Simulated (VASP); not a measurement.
# KTaO3 in VASP: further runs

The runs below take KTaO3 through single point, with PBE.

Everything below comes from runs of VASP 6.6.1. Logs are shortened: lines on timing, memory, paths and dates and some standing lists are left out, and cuts for length are marked.

## 1. The cell of the first run

The structure is cubic, space group Pm-3m (No. 221). The conventional cell has a = 3.988 Å, b = 3.988 Å, c = 3.988 Å, α = 90.00°, β = 90.00°, γ = 90.00°. K (site symmetry m-3m) has 12 O at 2.82 Å and 8 Ta at 3.45 Å within 3.7 Å. Ta (site symmetry m-3m) has 6 O at 1.99 Å within 2.6 Å. Within 2.6 Å of O (site symmetry 4/mmm) lie 2 Ta at 1.99 Å.

## 2. Single point, PBE

Input file INCAR:

```
  ALGO = Normal
  EDIFF = 1E-6
  ENCUT = 600
  GGA = PE
  GGA_COMPAT = False
  ISIF = 2
  ISMEAR = 0
  LASPH = True
  LCHARG = False
  LREAL = False
  LWAVE = False
  NBANDS = 27
  NELM = 120
  PREC = Accurate
  SIGMA = 0.01
```

Input file KPOINTS:

```
Automatic mesh
0
Gamma
  4 4 4
  0.5 0.5 0.5
```

Input file POSCAR:

```
KTaO3
1.0
    3.9883000000      0.0000000000      0.0000000000
    0.0000000000      3.9883000000      0.0000000000
    0.0000000000      0.0000000000      3.9883000000
K Ta O
1 1 3
Direct
    0.5000000000      0.5000000000      0.5000000000
    0.0000000000      0.0000000000      0.0000000000
    0.5000000000      0.0000000000      0.0000000000
    0.0000000000      0.5000000000      0.0000000000
    0.0000000000      0.0000000000      0.5000000000
```

Potentials or basis: VASP PAW PBE potentials, release 64 (K_sv, Ta_pv, O).

Launch:

```
cat potpaw_PBE.64/K_sv/POTCAR potpaw_PBE.64/Ta_pv/POTCAR potpaw_PBE.64/O/POTCAR > POTCAR
mpirun -np 1 vasp_std > vasp.out
```

OUTCAR:

```text
EDIFF = 1E-6
   ENCUT = 600
   GGA = PE
   ISIF = 2
   ISMEAR = 0
   LASPH = True
   LREAL = False
   NELM = 120
   PREC = Accurate

 ion  position               nearest neighbor table
   1  0.500  0.500  0.500-   3 2.82   4 2.82   5 2.82   3 2.82   4 2.82   3 2.82   5 2.82   3 2.82
                             4 2.82   5 2.82   4 2.82   5 2.82   2 3.45   2 3.45   2 3.45   2 3.45
   2  0.000  0.000  0.000-   3 1.99   4 1.99   5 1.99   5 1.99   4 1.99   3 1.99   1 3.45   1 3.45
                             1 3.45   1 3.45   1 3.45   1 3.45   1 3.45   1 3.45
   3  0.500  0.000  0.000-   2 1.99   2 1.99   1 2.82   1 2.82   1 2.82   1 2.82
   4  0.000  0.500  0.000-   2 1.99   2 1.99   1 2.82   1 2.82   1 2.82   1 2.82
   5  0.000  0.000  0.500-   2 1.99   2 1.99   1 2.82   1 2.82   1 2.82   1 2.82

  LATTYP: Found a simple cubic cell.
 ALAT       =     3.9883000000

  Lattice vectors:

 A1 = (   3.9883000000,   0.0000000000,   0.0000000000)
 A2 = (   0.0000000000,   3.9883000000,   0.0000000000)
 A3 = (   0.0000000000,   0.0000000000,   3.9883000000)

Analysis of symmetry for initial positions (statically):
=====================================================================
 Subroutine PRICEL returns:
 Original cell was already a primitive cell.

 Routine SETGRP: Setting up the symmetry group for a
 simple cubic supercell.

 Subroutine GETGRP returns: Found 48 space group operations
 (whereof 48 operations were pure point group operations)
 out of a pool of 48 trial point group operations.

The static configuration has the point symmetry O_h .

Analysis of symmetry for dynamics (positions and initial velocities):
=====================================================================
 Subroutine PRICEL returns:
 Original cell was already a primitive cell.

 Routine SETGRP: Setting up the symmetry group for a
 simple cubic supercell.

 Subroutine GETGRP returns: Found 48 space group operations
 (whereof 48 operations were pure point group operations)
 out of a pool of 48 trial point group operations.

The dynamic configuration has the point symmetry O_h .

 Subroutine INISYM returns: Found 48 space group operations
 (whereof 48 operations are pure point group operations),
 and found     1 'primitive' translations

----------------------------------------------------------------------------------------

                                     Primitive cell

  volume of cell :      63.4400

  direct lattice vectors                    reciprocal lattice vectors
     3.988300000  0.000000000  0.000000000     0.250733395  0.000000000  0.000000000
     0.000000000  3.988300000  0.000000000     0.000000000  0.250733395  0.000000000
     0.000000000  0.000000000  3.988300000     0.000000000  0.000000000  0.250733395

  length of vectors
     3.988300000  3.988300000  3.988300000     0.250733395  0.250733395  0.250733395

  position of ions in fractional coordinates (direct lattice)
     0.500000000  0.500000000  0.500000000
     0.000000000  0.000000000  0.000000000
     0.500000000  0.000000000  0.000000000
     0.000000000  0.500000000  0.000000000
     0.000000000  0.000000000  0.500000000

  ion indices of the primitive-cell ions
   primitive index   ion index
                 1           1
                 2           2
                 3           3
                 4           4
                 5           5

----------------------------------------------------------------------------------------

 KPOINTS: Automatic mesh

Automatic generation of k-mesh.
 Grid dimensions read from file:
 generate k-points for:    4    4    4

 Generating k-lattice:

  Cartesian coordinates                     Fractional coordinates (reciprocal lattice)
     0.062683349  0.000000000  0.000000000     0.250000000  0.000000000  0.000000000
     0.000000000  0.062683349  0.000000000     0.000000000  0.250000000  0.000000000
     0.000000000  0.000000000  0.062683349     0.000000000  0.000000000  0.250000000

  Length of vectors
     0.062683349  0.062683349  0.062683349

  Shift w.r.t. Gamma in fractional coordinates (k-lattice)
     0.500000000  0.500000000  0.500000000

 Subroutine IBZKPT returns following result:
 ===========================================

 Found      4 irreducible k-points:

 Following reciprocal coordinates:
            Coordinates               Weight
  0.125000  0.125000  0.125000      8.000000
  0.375000  0.125000  0.125000     24.000000
  0.375000  0.375000  0.125000     24.000000
  0.375000  0.375000  0.375000      8.000000
   k-points           NKPTS =      4   k-points in BZ     NKDIM =      4   number of bands    NBANDS=     27
   number of dos      NEDOS =    301   number of ions     NIONS =      5
   total plane-waves  NPLWV =  32768
   dimension x,y,z NGX =    32 NGY =   32 NGZ =   32
   dimension x,y,z NGXF=    64 NGYF=   64 NGZF=   64
   ions per type =               1   1   3
   NGX,Y,Z   is equivalent  to a cutoff of  13.34, 13.34, 13.34 a.u.
   NGXF,Y,Z  is equivalent  to a cutoff of  26.68, 26.68, 26.68 a.u.
 SYSTEM =  unknown system
   PREC   = accura    normal or accurate (medium, high low for compatibility)
   ISTART =      0    job   : 0-new  1-cont  2-samecut
   ICHARG =      2    charge: 1-file 2-atom 10-const
   ISPIN  =      1    spin polarized calculation?
   LNONCOLLINEAR =      F non collinear calculations
   LSORBIT =      F    spin-orbit coupling
   LASPH  =      T    aspherical Exc in radial PAW
   ENCUT  =  600.0 eV  44.10 Ry    6.64 a.u.   7.97  7.97  7.97*2*pi/ulx,y,z
   NELM   =    120;   NELMIN=  2; NELMDL= -5     # of ELM steps
   EDIFF  = 0.1E-05   stopping-criterion for ELM
   LREAL  =      F    real-space projection
   EDIFFG = 0.1E-04   stopping-criterion for IOM
   NSW    =      0    number of steps for IOM
   IBRION =     -1    ionic relax: 0-MD 1-quasi-New 2-CG
   NFREE  =      0    steps in history (QN), initial steepest desc. (CG)
   ISIF   =      2    stress and relaxation
   ISYM   =      2    0-nonsym 1-usesym 2-fastsym
   POTIM  = 0.5000    time-step for ionic-motion
   TEBEG  =    0.0;   TEEND  =   0.0 temperature during run
   PSTRESS=    0.0 pullay stress
   NELECT =      38.0000    total number of electrons
   NUPDOWN=      -1.0000    fix difference up-down
   EMIN   =  10.00;   EMAX   =-10.00  energy-range for DOS
   EFERMI =   0.00;   METHOD = LEGACY
   ISMEAR =     0;   SIGMA  =   0.01  broadening in eV -4-tet -1-fermi 0-gaus
   EFERMI_NEDOS =   21; number of points for ismear=-14 and -15
   IALGO  =     38    algorithm
   IMIX   =      4    mixing-type and parameters
     AMIX     =   0.40;   BMIX     =  1.00
     AMIX_MAG =   1.60;   BMIX_MAG =  1.00
  volume/ion in A,a.u.               =      12.69        85.62
  Fermi-wavevector in a.u.,A,eV,Ry     =   1.380008  2.607837 25.911228  1.904422
  Thomas-Fermi vector in A             =   2.504925
   LORBIT       =      0    0 simple, 1 ext, 2 COOP (PROOUT), +10 PAW based schemes
   GGA     = PE    functional components
   LHFCALC =     F    Hartree Fock is set to
   AEXX    =    0.0000 exact exchange contribution
   IVDW    =     0    specifies the selected vdW correction
   LEPSILON=     F    determine dielectric tensor
   LRPA    =     F    only Hartree local field effects (RPA)
 non-spin polarized calculation
 Gauss-broadening in eV      SIGMA  =   0.01
  energy-cutoff  :      600.00
  volume of cell :       63.44
 maximum number of plane-waves:      2142
 NGX is ok and might be reduce to    32
   NGX = 15   NGY = 15   NGZ = 15

 number of electron      37.9999990 magnetization

 Free energy of the ion-electron system (eV)
  ---------------------------------------------------
  ext. energy  EPLUGINS =         0.00000000
  ---------------------------------------------------
  free energy    TOTEN  =       -41.06071336 eV

  energy without entropy =      -41.06071336  energy(sigma->0) =      -41.06071336

 E-fermi :   1.6833     XC(G=0): -10.8734

 val. band max:        1.6256249649   @ k =   0.3750   0.3750   0.3750
 cond. band min:       4.7643615387   @ k =   0.1250   0.1250   0.1250
 fundamental gap:      3.1387365738
 Fermi energy:         1.6832968684

 k-point     1 :       0.1250    0.1250    0.1250
  band No.  band energies     occupation
      1     -32.3205      2.00000
      2     -32.3199      2.00000
      3     -32.3199      2.00000
      4     -25.5120      2.00000
      5     -15.5839      2.00000
      6     -14.9319      2.00000
[... 19 lines left out ...]
     26      10.4681      0.00000
     27      10.4681      0.00000

 k-point     2 :       0.3750    0.1250    0.1250
  band No.  band energies     occupation
      1     -32.3841      2.00000
      2     -32.3177      2.00000
      3     -32.3174      2.00000
      4     -25.4949      2.00000
      5     -15.4588      2.00000
      6     -14.9109      2.00000
[... 19 lines left out ...]
     26      11.3784      0.00000
     27      12.3915      0.00000

 k-point     3 :       0.3750    0.3750    0.1250
  band No.  band energies     occupation
      1     -32.3812      2.00000
      2     -32.3808      2.00000
      3     -32.3151      2.00000
      4     -25.4836      2.00000
      5     -15.1841      2.00000
      6     -14.3812      2.00000
[... 19 lines left out ...]
     26      12.4258      0.00000
     27      12.5743      0.00000

 k-point     4 :       0.3750    0.3750    0.3750
  band No.  band energies     occupation
      1     -32.3785      2.00000
      2     -32.3781      2.00000
      3     -32.3781      2.00000
      4     -25.4727      2.00000
      5     -14.4434      2.00000
      6     -14.2779      2.00000
[... 19 lines left out ...]
     26      13.4119      0.00000
     27      13.4157      0.00000

------------------------ aborting loop because EDIFF is reached ----------------------------------------

  FORCE on cell =-STRESS in cart. coord.  units (eV):
  Direction    XX          YY          ZZ          XY          YZ          ZX
  --------------------------------------------------------------------------------------
  -------------------------------------------------------------------------------------
  Total        2.3249981      2.3249981      2.3249981     -0.0000000     -0.0000000      0.0000000
  in kB       58.7177926     58.7177926     58.7177926     -0.0000000     -0.0000000      0.0000000
  external PRESSURE =      58.7177926 kB  Pullay stress =       0.0000000 kB

 VOLUME and BASIS-vectors are now :
 -----------------------------------------------------------------------------
  energy-cutoff  :      600.00
  volume of cell :       63.44
      direct lattice vectors                 reciprocal lattice vectors
     3.988300000  0.000000000  0.000000000     0.250733395  0.000000000  0.000000000
     0.000000000  3.988300000  0.000000000     0.000000000  0.250733395  0.000000000
     0.000000000  0.000000000  3.988300000     0.000000000  0.000000000  0.250733395

 POSITION                                       TOTAL-FORCE (eV/Angst)
 -----------------------------------------------------------------------------------
      1.99415      1.99415      1.99415         0.000000      0.000000      0.000000
      0.00000      0.00000      0.00000         0.000000      0.000000      0.000000
      1.99415      0.00000      0.00000         0.000000      0.000000      0.000000
      0.00000      1.99415      0.00000         0.000000      0.000000      0.000000
      0.00000      0.00000      1.99415         0.000000      0.000000      0.000000
 -----------------------------------------------------------------------------------
    total drift:                                0.000000      0.000000     -0.000000

  FREE ENERGIE OF THE ION-ELECTRON SYSTEM (eV)
  ---------------------------------------------------
  free  energy   TOTEN  =       -41.0607133633 eV

  energy  without entropy=      -41.0607133633  energy(sigma->0) =      -41.06071336
```

It took 11 s on 1 thread of Intel Xeon Platinum 8259CL at 2.50GHz (Skylake/Cascade Lake), shared host; peak memory 0.18 GiB.

What came out:

- Free energy: -41.0607 eV
- Pressure: 5.9 GPa
- Band gap on the k mesh: 3.14 eV (least direct gap 3.89 eV)

Levels at points of the mesh, in eV from the valence-band top:
```csv
k point,band 16,band 17,band 18,band 19,band 20,band 21,band 22,band 23
"(0.12, 0.12, 0.12)",-1.41,-0.76,-0.76,-0.75,3.14,3.26,3.26,7.66
```

Caveat: the cell stands under pressure; spin-orbit coupling is left out, which moves the levels of the heavy elements; a shifted mesh leaves out Γ, where band edges can lie.

## 3. Single point, PBE

This run uses another cell than the first one, of 12.95 Å³/atom.

Input file INCAR:

```
  PREC = Accurate
  ENCUT = 600
  EDIFF = 1E-6
  ISMEAR = 0
  SIGMA = 0.01
  LREAL = F
  LASPH = T
  NELM = 120
  ALGO = Normal
  ISIF = 2
  LWAVE = F
  LCHARG = T
  GGA = PE
  LELF = T
  LVHAR = T
  NBANDS = 27
  GGA_COMPAT = F
```

KPOINTS is that of step 2.

Edit POSCAR of step 2 so:

```diff
@@ -3,4 +3,4 @@
     3.9883000000      0.0000000000      0.0000000000
-    0.0000000000      3.9883000000      0.0000000000
-    0.0000000000      0.0000000000      3.9883000000
+    0.0000000000      4.0298562214      0.0000000000
+    0.0000000000      0.0000000000      4.0298562214
 K Ta O
```

Potentials or basis: VASP PAW PBE potentials, release 64 (K_sv, Ta_pv, O).

Launch:

```
cat potpaw_PBE.64/K_sv/POTCAR potpaw_PBE.64/Ta_pv/POTCAR potpaw_PBE.64/O/POTCAR > POTCAR
mpirun -np 1 vasp_std > vasp.out
```

It took 14 s on 1 thread of Intel Xeon Platinum 8259CL at 2.50GHz (Skylake/Cascade Lake), shared host; peak memory 0.17 GiB.

It converged, with:

```yaml
Free_energy: -41.0891 eV
Pressure: 1.7 GPa
Band_gap_on_the_k_mesh: 3.06 eV (least direct gap 3.78 eV)
```

Stress tensor (GPa, compression positive):
```
4.14 0.00 0.00
0.00 0.42 0.00
0.00 0.00 0.42
```

Levels at points of the mesh, in eV from the valence-band top:
| k point | band 15 | band 16 | band 17 | band 18 | band 19 | band 20 | band 21 | band 22 | band 23 | band 24 |
| --- | --- | --- | --- | --- | --- | --- | --- | --- | --- | --- |
| (0.12, 0.12, 0.12) | -1.62 | -1.41 | -0.76 | -0.76 | -0.71 | 3.06 | 3.17 | 3.19 | 7.45 | 7.55 |

Caveat: spin-orbit coupling is left out, which moves the levels of the heavy elements; a shifted mesh leaves out Γ, where band edges can lie. A k mesh can miss the band edges.
